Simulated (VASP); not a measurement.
# TiSi16 (a cell with a defect) in VASP: notebook, part 2 of 2

VASP 6.6.1. Earlier steps stand in the parts before.

## (3) Single point, PBE

INCAR

```
SYSTEM = TiSi16
PREC     = Accurate       ! precision mode
ENCUT    = 520            ! plane-wave cutoff, eV
EDIFF    = 1E-7           ! SCF threshold, eV
ISMEAR   = 0              ! smearing method
SIGMA    = 0.02           ! smearing width, eV
LREAL    = Auto         
LASPH    = .True.         ! aspherical terms in the spheres
NELM     = 80             ! most SCF steps
ALGO     = Normal         ! electronic algorithm
ISIF     = 2              ! what is computed and relaxed
LWAVE    = .False.        ! write WAVECAR
LCHARG   = .False.        ! write CHGCAR
GGA      = PE             ! functional
NBANDS   = 52             ! bands
```

KPOINTS

```
regular mesh
0
Gamma
  2 2 2
  0 0 0
```

POSCAR

```
TiSi16
1.0
    0.0000000000      5.4300000000      5.4300000000
    5.4300000000      0.0000000000      5.4300000000
    5.4300000000      5.4300000000      0.0000000000
Si Ti
16 1
Direct
    0.0032299260     -0.0022814105     -0.0021945980
    0.1250255799      0.1221395122      0.1222058600
    0.0023258241      0.0056080499      0.4949184709
    0.1248608182      0.1244736357      0.6271899106
    0.0024052611      0.4948411095      0.0055985368
    0.1248817293      0.6271097692      0.1245140263
    0.0027073106      0.4979454428      0.4979766362
    0.1352953519      0.6227772035      0.6228332292
    0.4989601036      0.0017415983      0.0016884099
    0.6327276208      0.1215844155      0.1216767824
    0.4986025065      0.0059418929      0.4939816561
    0.6212196198      0.1405749819      0.6173432940
    0.4986104418      0.4938732162      0.0059592769
    0.6212999357      0.6172993693      0.1404449180
    0.4973420769      0.5035756089      0.5033892646
    0.6201712639      0.6228880414      0.6229937777
    0.7486628600      0.7518337233      0.7517834582
```

Potentials or basis: VASP PAW PBE potentials, release 64 (Si, Ti_sv).

Run with:

```sh
cat potpaw_PBE.64/Si/POTCAR potpaw_PBE.64/Ti_sv/POTCAR > POTCAR
mpirun -np 1 vasp_std > vasp.out
```

OUTCAR:

```text
SYSTEM = TiSi16
   PREC = Accurate
   ENCUT = 520
   EDIFF = 1E-7
   ISMEAR = 0
   LREAL = Auto
   LASPH = .True.
   NELM = 80
   ISIF = 2
   GGA = PE

 ion  position               nearest neighbor table
   1  0.003  0.998  0.998-  10 2.32   2 2.32   6 2.32   4 2.32
   2  0.125  0.122  0.122-   1 2.32   5 2.34   3 2.34   9 2.35
   3  0.002  0.006  0.495-   2 2.34   4 2.34  12 2.39   8 2.40  17 2.76
   4  0.125  0.124  0.627-   1 2.32   7 2.34   3 2.34  11 2.34
   5  0.002  0.495  0.006-   2 2.34   6 2.34  14 2.39   8 2.40  17 2.76
   6  0.125  0.627  0.125-   1 2.32   7 2.34   5 2.34  13 2.34
   7  0.003  0.498  0.498-   6 2.34   4 2.34   8 2.40  16 2.40  17 2.76
   8  0.135  0.623  0.623-  15 2.27   7 2.40   5 2.40   3 2.40  17 2.42
   9  0.499  0.002  0.002-  10 2.34   2 2.35  12 2.41  14 2.41  17 2.71
  10  0.633  0.122  0.122-   1 2.32  13 2.34  11 2.34   9 2.34
  11  0.499  0.006  0.494-  10 2.34   4 2.34  12 2.39  16 2.40  17 2.76
  12  0.621  0.141  0.617-  15 2.28  11 2.39   3 2.39   9 2.41  17 2.44
  13  0.499  0.494  0.006-  10 2.34   6 2.34  14 2.39  16 2.40  17 2.76
  14  0.621  0.617  0.140-  15 2.28  13 2.39   5 2.39   9 2.41  17 2.44
[... 211 lines left out ...]
      1     -49.8864      2.00000
      2     -26.2736      2.00000
      3     -26.2573      2.00000
      4     -26.2433      2.00000
      5      -5.7204      2.00000
      6      -3.5125      2.00000
[... 413 lines left out ...]
     49       9.8742      0.00000
     50      10.5297      0.00000
 [bands above 50 left out]

------------------------ aborting loop because EDIFF is reached ----------------------------------------

  FORCE on cell =-STRESS in cart. coord.  units (eV):
  Direction    XX          YY          ZZ          XY          YZ          ZX
  --------------------------------------------------------------------------------------
  -------------------------------------------------------------------------------------
  Total        8.2442833      7.9167340      7.9151845      0.0514411     -0.2279070      0.0500000
  in kB       41.2509549     39.6120346     39.6042817      0.2573896     -1.1403515      0.2501793
  external PRESSURE =      40.1557570 kB  Pullay stress =       0.0000000 kB

 VOLUME and BASIS-vectors are now :
 -----------------------------------------------------------------------------
  energy-cutoff  :      520.00
  volume of cell :      320.21
      direct lattice vectors                 reciprocal lattice vectors
     0.000000000  5.430000000  5.430000000    -0.092081031  0.092081031  0.092081031
     5.430000000  0.000000000  5.430000000     0.092081031 -0.092081031  0.092081031
     5.430000000  5.430000000  0.000000000     0.092081031  0.092081031 -0.092081031

 POSITION                                       TOTAL-FORCE (eV/Angst)
 -----------------------------------------------------------------------------------
     10.83570      5.43562      5.43515        -0.000067     -0.000739     -0.000464
      1.32680      1.34247      1.34211        -0.000543     -0.001917     -0.001648
      2.71786      2.70004      0.04308         0.000664     -0.002534      0.000539
      4.08153      4.08364      1.35389        -0.001790     -0.002227      0.001190
      2.71739      0.04346      2.70005         0.000476      0.000564     -0.002991
      4.08132      1.35422      4.08331        -0.001872      0.001031     -0.002433
[... 9 lines left out ...]
      6.76514      6.75039      6.74981        -0.004899     -0.002991     -0.001649
      8.16464      8.14742      8.14770         0.015093      0.006066      0.005921
 -----------------------------------------------------------------------------------
    total drift:                                0.010518      0.002109      0.002649

  FREE ENERGIE OF THE ION-ELECTRON SYSTEM (eV)
  ---------------------------------------------------
  free  energy   TOTEN  =       -92.2040075812 eV

  energy  without entropy=      -92.2004330706  energy(sigma->0) =      -92.20222033
```

stdout:

```text
POSCAR found type information on POSCAR SiTi
 POSCAR found :  2 types and      17 ions
 scaLAPACK will be used
 LDA part: xc-table for (Slater+PW92), standard interpolation
 POSCAR, INCAR and KPOINTS ok, starting setup
 FFT: planning ... GRIDC
 FFT: planning ... GRID_SOFT
 FFT: planning ... GRID
 WAVECAR not read
 entering main loop
```

It took 2.7 min on 1 thread of AMD EPYC 9R45 (Zen 5), shared host; peak memory 0.47 GiB.

Results:

- Free energy: -92.2040 eV
- Pressure: 4.0 GPa
- Largest force: 0.017 eV/Å
- Band gap on the k mesh: zero (bands 38 and 39 overlap by 0.40 eV)

Forces on the atoms (eV/Å):
```
Si   0.000 -0.001  0.000
Si  -0.001 -0.002 -0.002
Si   0.001 -0.003  0.001
Si  -0.002 -0.002  0.001
Si   0.000  0.001 -0.003
Si  -0.002  0.001 -0.002
Si   0.000  0.000 -0.001
Si  -0.005  0.002  0.003
Si  -0.003  0.000 -0.001
Si   0.000  0.001  0.001
Si  -0.001 -0.001  0.000
Si   0.001 -0.001  0.003
Si  -0.001  0.000  0.000
Si   0.002  0.002 -0.001
Si   0.001 -0.001 -0.002
Si  -0.005 -0.003 -0.002
Ti   0.015  0.006  0.006
```

Levels at points of the mesh, in eV from the Fermi level:
| k point | band 34 | band 35 | band 36 | band 37 | band 38 | band 39 | band 40 | band 41 | band 42 | band 43 |
| --- | --- | --- | --- | --- | --- | --- | --- | --- | --- | --- |
| (0.00, 0.00, 0.00) | -0.98 | -0.98 | -0.97 | -0.42 | -0.39 | -0.36 | -0.11 | -0.06 | 0.26 | 0.86 |
| (0.50, 0.00, 0.00) | -1.96 | -1.36 | -1.35 | -0.28 | -0.01 | 0.07 | 0.45 | 0.47 | 0.84 | 1.23 |
| (0.00, 0.50, 0.00) | -1.95 | -1.36 | -1.35 | -0.25 | 0.04 | 0.06 | 0.45 | 0.45 | 0.80 | 1.24 |
| (0.00, 0.00, 0.50) | -1.95 | -1.36 | -1.35 | -0.25 | 0.04 | 0.07 | 0.45 | 0.45 | 0.80 | 1.24 |
| (0.50, 0.50, 0.50) | -1.96 | -1.36 | -1.35 | -0.28 | 0.00 | 0.07 | 0.45 | 0.47 | 0.84 | 1.23 |
| (0.50, 0.50, 0.00) | -2.00 | -1.99 | -1.86 | -0.69 | -0.03 | 0.57 | 0.58 | 1.12 | 1.35 | 1.73 |
| (0.00, 0.50, 0.50) | -1.99 | -1.99 | -1.88 | -0.70 | -0.03 | 0.57 | 0.62 | 1.11 | 1.33 | 1.76 |
| (0.50, 0.00, 0.50) | -2.00 | -1.99 | -1.86 | -0.69 | -0.03 | 0.57 | 0.58 | 1.12 | 1.35 | 1.73 |

Caveat: the k points lie up to 0.50 Å⁻¹ apart.

## (4) Single point, PBE

INCAR

```
SYSTEM = TiSi16
PREC     = Accurate       ! precision mode
ENCUT    = 520            ! plane-wave cutoff, eV
EDIFF    = 1E-6           ! SCF threshold, eV
ISMEAR   = 0              ! smearing method
SIGMA    = 0.02           ! smearing width, eV
LREAL    = Auto         
LASPH    = .TRUE.         ! aspherical terms in the spheres
NELM     = 60             ! most SCF steps
ALGO     = Normal         ! electronic algorithm
ISIF     = 2              ! what is computed and relaxed
LWAVE    = .FALSE.        ! write WAVECAR
LCHARG   = .TRUE.         ! write CHGCAR
GGA      = PE             ! functional
LELF     = .TRUE.         ! ELF
LVHAR    = .TRUE.       
NBANDS   = 52             ! bands
```

KPOINTS

```
Automatic mesh
0
G
  2 2 2
  0 0 0
```

POSCAR

```
TiSi16
1.0
    0.0000000000      5.4300000000      5.4300000000
    5.4300000000      0.0000000000      5.4300000000
    5.4300000000      5.4300000000      0.0000000000
Si Ti
16 1
Direct
   -0.0017172192     -0.0054829650     -0.0015522099
    0.1250978821      0.1251218232      0.1253534991
    0.0011987109      0.0001576427      0.4991351750
    0.1344928177      0.1242915285      0.6154836096
   -0.0015998158      0.5094014733     -0.0014359116
    0.1176734807      0.6328762431      0.1175149171
    0.0154886740      0.5018185083      0.4812790976
    0.1341351750      0.6264268877      0.6157255985
    0.4988895948      0.0001312155      0.0015271639
    0.6153762431      0.1241594843      0.1347847145
    0.5056616022     -0.0017030387      0.5059446593
    0.6299983425      0.1204255985      0.6303340700
    0.4813448435      0.5016686004      0.0157054328
    0.6156210866      0.6263971455      0.1343743094
    0.5053931860      0.4912550645      0.5056395948
    0.6262858195      0.6239860037      0.6264007366
    0.8712630755      0.3790492634      0.8713210866
```

Run with:

```sh
cat potpaw_PBE.64/Si/POTCAR potpaw_PBE.64/Ti_sv/POTCAR > POTCAR
mpirun -np 1 vasp_std > vasp.out
```

It took 2.4 min on 1 thread of AMD EPYC 9R45 (Zen 5), shared host; peak memory 0.47 GiB.

It converged, with:

- Free energy: -92.2069 eV
- Pressure: 4.1 GPa
- Largest force: 0.022 eV/Å
- Band gap on the k mesh: zero (bands 38 and 39 overlap by 0.37 eV)

Forces in eV/Å, atoms in the order of the input:
```
Si  -0.014 -0.009 -0.014
Si  -0.003 -0.004  0.000
Si   0.007 -0.004 -0.001
Si   0.017  0.004 -0.013
Si   0.011 -0.011  0.011
Si  -0.001  0.018 -0.004
Si   0.006  0.007  0.003
Si   0.002  0.003 -0.010
Si  -0.001 -0.005  0.006
Si  -0.013  0.004  0.017
Si  -0.002  0.001 -0.001
Si  -0.001 -0.007 -0.001
Si   0.003  0.005  0.006
Si  -0.009  0.003  0.002
Si   0.003  0.004  0.004
Si  -0.002 -0.006 -0.002
Ti  -0.001 -0.003 -0.002
```

Stress tensor (GPa, compression positive):
```
 3.96 -0.01 -0.03
-0.01  4.33 -0.01
-0.03 -0.01  3.96
```

Levels at points of the mesh, in eV from the Fermi level:
```tsv
k point	band 34	band 35	band 36	band 37	band 38	band 39	band 40	band 41	band 42	band 43
(0.00, 0.00, 0.00)	-0.99	-0.99	-0.97	-0.47	-0.41	-0.32	-0.19	0.01	0.26	0.83
(0.50, 0.00, 0.00)	-1.95	-1.37	-1.35	-0.22	0.05	0.09	0.44	0.46	0.76	1.23
(0.00, 0.50, 0.00)	-1.95	-1.37	-1.36	-0.29	-0.09	0.13	0.44	0.50	0.88	1.20
(0.00, 0.00, 0.50)	-1.95	-1.37	-1.35	-0.22	0.05	0.09	0.44	0.46	0.76	1.23
(0.50, 0.50, 0.50)	-1.95	-1.37	-1.36	-0.29	-0.09	0.13	0.44	0.50	0.88	1.20
(0.50, 0.50, 0.00)	-2.01	-2.01	-1.85	-0.66	-0.03	0.56	0.61	1.11	1.35	1.70
(0.00, 0.50, 0.50)	-2.01	-2.01	-1.85	-0.66	-0.03	0.56	0.61	1.11	1.35	1.70
(0.50, 0.00, 0.50)	-1.97	-1.96	-1.92	-0.71	-0.01	0.57	0.71	1.09	1.31	1.78
```

Caveat: the k points lie up to 0.50 Å⁻¹ apart.

## (5) Single point, PBE

INCAR

```
SYSTEM = TiSi16
PREC = Accurate
ENCUT = 520
EDIFF = 1E-7
ISMEAR = 0
SIGMA = 0.02
LREAL = Auto
LASPH = .True.
NELM = 60
ALGO = Normal
ISIF = 2
LWAVE = .False.
LCHARG = .False.
GGA = PE
NBANDS = 52
```

KPOINTS

```
regular mesh
0
Gamma
  2 2 2
  0 0 0
```

POSCAR

```
TiSi16
1.0
    0.0000000000      5.4300000000      5.4300000000
    5.4300000000      0.0000000000      5.4300000000
    5.4300000000      5.4300000000      0.0000000000
Si Ti
16 1
Direct
    0.0032299263     -0.0022814917     -0.0021945672
    0.1250255985      0.1221394107      0.1222058932
    0.0023257827      0.0056081031      0.4949184162
    0.1248607735      0.1244736648      0.6271898711
    0.0024053407      0.4948410681      0.0055985267
    0.1248817680      0.6271097606      0.1245139963
    0.0027072744      0.4979453959      0.4979767035
    0.1352953039      0.6227772560      0.6228332413
    0.4989600368      0.0017416206      0.0016883978
    0.6327276243      0.1215843462      0.1216767956
    0.4986024862      0.0059418969      0.4939816759
    0.6212197053      0.1405749540      0.6173432781
    0.4986104972      0.4938731123      0.0059593002
    0.6213000000      0.6172992634      0.1404449355
    0.4973420810      0.5035755985      0.5033892265
    0.6201712707      0.6228880295      0.6229937385
    0.7486628913      0.7518336096      0.7517835175
```

Run with:

```sh
cat potpaw_PBE.64/Si/POTCAR potpaw_PBE.64/Ti_sv/POTCAR > POTCAR
mpirun -np 1 vasp_std > vasp.out
```

Wall time 2.6 min (1 thread of AMD EPYC 9R45 (Zen 5), shared host); peak memory 0.47 GiB.

It converged, with:

| Item | Value |
| --- | --- |
| Free energy | -92.2040 eV |
| Pressure | 4.0 GPa |
| Largest force | 0.017 eV/Å |
| Band gap on the k mesh | zero (bands 38 and 39 overlap by 0.40 eV) |

Forces in eV/Å, atoms in the order of the input:
```
Si   0.000 -0.001  0.000
Si  -0.001 -0.002 -0.002
Si   0.001 -0.003  0.001
Si  -0.002 -0.002  0.001
Si   0.000  0.001 -0.003
Si  -0.002  0.001 -0.002
Si   0.000  0.000 -0.001
Si  -0.005  0.002  0.003
Si  -0.003  0.000 -0.001
Si   0.000  0.001  0.001
Si  -0.001 -0.001  0.000
Si   0.001 -0.001  0.003
Si  -0.001  0.000  0.000
Si   0.002  0.002 -0.001
Si   0.001 -0.001 -0.002
Si  -0.005 -0.003 -0.002
Ti   0.015  0.006  0.006
```

Stress tensor (GPa, compression positive):
```
 4.13  0.03  0.03
 0.03  3.96 -0.11
 0.03 -0.11  3.96
```

Levels at points of the mesh, in eV from the Fermi level:
```tsv
k point	band 36	band 37	band 38	band 39	band 40	band 41
(0.00, 0.00, 0.00)	-0.97	-0.42	-0.39	-0.36	-0.11	-0.06
(0.50, 0.00, 0.00)	-1.35	-0.28	-0.01	0.07	0.45	0.47
(0.00, 0.50, 0.00)	-1.35	-0.25	0.04	0.06	0.45	0.45
(0.00, 0.00, 0.50)	-1.35	-0.25	0.04	0.07	0.45	0.45
(0.50, 0.50, 0.50)	-1.35	-0.28	0.00	0.07	0.45	0.47
(0.50, 0.50, 0.00)	-1.86	-0.69	-0.03	0.57	0.58	1.12
(0.00, 0.50, 0.50)	-1.88	-0.70	-0.03	0.57	0.62	1.11
(0.50, 0.00, 0.50)	-1.86	-0.69	-0.03	0.57	0.58	1.12
```

Caveat: the k points lie up to 0.50 Å⁻¹ apart.
